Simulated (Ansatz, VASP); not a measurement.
## Two plane-wave programs on Mg

```
CELL_PARAMETERS angstrom
3.46601 0.00000 0.00000
-1.73301 3.00166 0.00000
0.00000 0.00000 5.21033
ATOMIC_POSITIONS crystal
Mg 0.33333 0.66667 0.25000
Mg 0.66667 0.33333 0.75000
```

Change from the starting cell: strain +0.080 along x and y, +0.000 along z, atoms carried along.

Alike in both runs: task single point; functional PBEsol; k mesh 18 × 18 × 10; occupations gaussian, width 0.15 eV; no spin polarisation.

|  | VASP | Ansatz |
| --- | --- | --- |
| version | VASP 6.6.1 | Ansatz 0.2.0 |
| potentials or method | VASP PAW PBE potentials, release 64 (Mg), cutoff 520 eV | scalar-relativistic, plane waves, PAW |
| valence electrons in the cell | 4 | 20 |

|  | VASP | Ansatz | Ansatz less VASP |
| --- | --- | --- | --- |
| gap on the k mesh at the Fermi level (eV) | none | none | - |
| pressure (GPa) | -4.7 | -4.6 | +0.08 |
| traceless stress, the component that is largest in VASP (GPa) | 1.34 | 1.34 | -0.001 |

VASP's potentials were made for PBE, not for PBEsol. A gap of «none» marks a metal or a gap that the smearing closes. With one functional, cell and mesh, what is left measures potentials, basis and numerics. VASP's potentials hold 4 valence electrons a cell and Ansatz's 20, so a difference there can come from the potentials and not from the codes.
